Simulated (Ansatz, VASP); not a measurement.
ZnS: VASP beside Ansatz

File INCAR:

```
SYSTEM = ZnS
PREC     = Accurate       ! precision mode
ENCUT    = 520            ! plane-wave cutoff, eV
EDIFF    = 1E-7           ! SCF threshold, eV
ISMEAR   = -1             ! smearing method
SIGMA    = 0.02           ! smearing width, eV
LREAL    = .FALSE.        ! projectors in reciprocal space
LASPH    = .TRUE.         ! aspherical terms in the spheres
NELM     = 100            ! most SCF steps
ALGO     = Normal         ! electronic algorithm
ISIF     = 2              ! what is computed and relaxed
LWAVE    = .FALSE.        ! write WAVECAR
LCHARG   = .FALSE.        ! write CHGCAR
GGA      = PE             ! functional
NBANDS   = 16             ! bands
```

File KPOINTS:

```
Automatic mesh
0
G
  8 8 8
  0 0 0
```

The input POSCAR:

```
ZnS
1.0
    0.0689688462      2.6940955531      2.6940955531
    2.6940955531      0.0689688462      2.6940955531
    2.7630643992      2.7630643992     -0.0000000001
Zn S
1 1
Direct
    0.2454473345      0.2454473345      0.2545526655
    0.0045526655      0.0045526655     -0.0045526655
```

Input for Ansatz:

```yaml
crystal:
  lattice:
    - [0.0689688462, 2.6940955531, 2.6940955531]
    - [2.6940955531, 0.0689688462, 2.6940955531]
    - [2.7630643992, 2.7630643992, -1.0e-10]
  atoms:
    - { symbol: Zn, position: [0.2454473345, 0.2454473345, 0.2545526655] }
    - { symbol: S, position: [0.0045526655, 0.0045526655, -0.0045526655] }
kpoints:
  mp_grid: { grid: [8, 8, 8] }
  band_path:
    path:
      - [0.0, 0.0, 0.0]
      - [-0.5, -0.5, 0.0]
      - [-0.375, -0.375, 0.25]
      - [-0.375, 0.0, 0.375]
      - [0.0, 0.0, 0.5]
      - [-0.5, -0.25, 0.25]
    npoints: 1
hamiltonian:
  xc: pbe
scf:
  occupations: { method: fermi_dirac, width: 0.02 }
  n_extra_bands: 4
output:
  forces: true
  stress: true
  eigenvalues: true
```

Change from the starting cell: shear_xy strain +5.1%.

Alike in both runs: task single point; functional PBE; k mesh 8 × 8 × 8; occupations fermi-dirac, width 0.02 eV; no spin polarisation.

|  | VASP | Ansatz |
| --- | --- | --- |
| version | VASP 6.6.1 | Ansatz 0.2.0 |
| potentials or method | VASP PAW PBE potentials, release 64 (Zn, S) | plane waves, PAW |
| plane-wave cutoff (eV) | 520 | 420 |
| valence electrons in the cell | 18 | 18 |

Ansatz gave:

```
gap on the k mesh at the Fermi level (eV)                     : 1.97
pressure (GPa)                                                : 2.3
traceless stress, the component that is largest in VASP (GPa) : -2.46
rms of the force components (eV/Å)                            : 0.008
```

Task: Estimate VASP's values.

Result: gap on the k mesh at the Fermi level (eV): 1.97; pressure (GPa): 2.5; traceless stress, the component that is largest in VASP (GPa): -2.46; rms of the force components (eV/Å): 0.009.

Atom by atom the forces differ by 0.001 eV/Å (rms over components). The functional is the same, so the differences come from potentials, cutoffs and numerics.
